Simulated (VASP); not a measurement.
WC, 2 atoms in the cell. It takes space group P-6m2 (No. 187, hexagonal). Conventional cell: a = 3.015 Å, b = 3.015 Å, c = 2.911 Å, α = 90.00°, β = 90.00°, γ = 120.00°. Within 3.1 Å of W (site symmetry -6m2) lie 6 C at 2.27 Å and 8 W at 2.91 to 3.01 Å. Within 3.1 Å of C (site symmetry -6m2) lie 6 W at 2.27 Å and 8 C at 2.91 to 3.01 Å. 

```yaml
Program: VASP 6.6.1
Task: single point
Functional: r2SCAN
Potentials_or_basis: VASP PAW PBE potentials, release 64 (W_sv, C)
Cutoff: 660 eV
k_mesh: 18 × 18 × 14
Occupations: gaussian, width 0.1 eV
Spin: no spin polarisation
Dipole_correction: no
Further_INCAR_settings: ALGO = Normal; EDIFF = 1e-06; NBANDS = 16
```

Potentials or basis: VASP PAW PBE potentials, release 64 (W_sv, C).

Command:

```sh
$ cat potpaw_PBE.64/W_sv/POTCAR potpaw_PBE.64/C/POTCAR > POTCAR
$ cp INCAR.step1 INCAR
$ mpirun -np 1 vasp_std > vasp.out
$ cp INCAR.step2 INCAR
$ mpirun -np 1 vasp_std > vasp.out
```

Hardware: 1 thread of Intel(R) Xeon(R) 6975P-C (Granite Rapids), with other jobs on the host.

Question: How long does it take, and how much memory?

Answer: Wall time 3.3 min on 1 thread of Intel(R) Xeon(R) 6975P-C (Granite Rapids), on a shared host, peak memory 0.28 GiB. Counts: k points 296.
